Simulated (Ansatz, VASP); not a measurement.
**TiCl2: VASP beside Ansatz**

```
Ti Cl
1.0
     3.27749    0.00000    0.00000
    -1.63874    2.83839    0.00000
     0.00000    0.00000   29.73775
Ti Cl
1 2
Direct
  0.00000 0.00000 0.28583
  0.66667 0.33333 0.23262
  0.66667 0.33333 0.33905
```

Change from the starting cell: species swapped into a sheet of the TaS2 type.

Alike in both runs: functional PBE; k mesh 9 × 9 × 1; occupations gaussian, width 0.02 eV; no spin polarisation.

Ansatz relaxed the structure, and its values are those at the end. VASP's run is a single point on that final structure, the one shown.

|  | VASP | Ansatz |
| --- | --- | --- |
| version | VASP 6.6.1 | Ansatz 0.2.0 |
| potentials or method | VASP PAW PBE potentials, release 64 (Ti_sv, Cl), cutoff 520 eV | scalar-relativistic, plane waves, PAW |
| valence electrons in the cell | 26 | 26 |

|  | VASP | Ansatz | Ansatz less VASP |
| --- | --- | --- | --- |
| gap on the k mesh at the Fermi level (eV) | 0.93 | 0.93 | +0.001 |
| least direct gap on the mesh (eV) | 1.20 | 1.20 | -0.001 |
| rms of the force components (eV/Å) | 0.008 | 0.000 | -0.0073 |

With one functional, cell and mesh, what is left measures potentials, basis and numerics. Ansatz's warnings: xc potential rough in thin density.
